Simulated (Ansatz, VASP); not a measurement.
## One calculation of BaMoC2, two programs

```
Ba Mo C
1.0
     4.12507    0.00000    0.00000
     0.00000    4.12507    0.00000
     0.00000    0.00000    5.61324
Ba Mo C
1 1 2
Direct
  0.50000 0.50000 0.00000
  0.50000 0.50000 0.50000
  0.00000 0.50000 0.50000
  0.50000 0.00000 0.50000
```

Alike in both runs: functional PBE; k mesh 12 × 12 × 8; occupations gaussian, width 0.1 eV; no spin polarisation.

Ansatz relaxed the structure, and its values are those at the end. VASP's run is a single point on that final structure, the one shown.

|  | VASP | Ansatz |
| --- | --- | --- |
| version | VASP 6.6.1 | Ansatz 0.2.0 |
| potentials or method | VASP PAW PBE potentials, release 64 (Ba_sv, Mo_sv, C), cutoff 520 eV | scalar-relativistic, plane waves, PAW |
| valence electrons in the cell | 32 | 32 |

|  | VASP | Ansatz | Ansatz less VASP |
| --- | --- | --- | --- |
| gap on the k mesh at the Fermi level (eV) | none | none | - |
| pressure (GPa) | 0.8 | 0.0 | -0.78 |

A gap of «none» marks a metal or a gap that the smearing closes. With one functional, cell and mesh, what is left measures potentials, basis and numerics.

Spin-orbit coupling is off throughout.
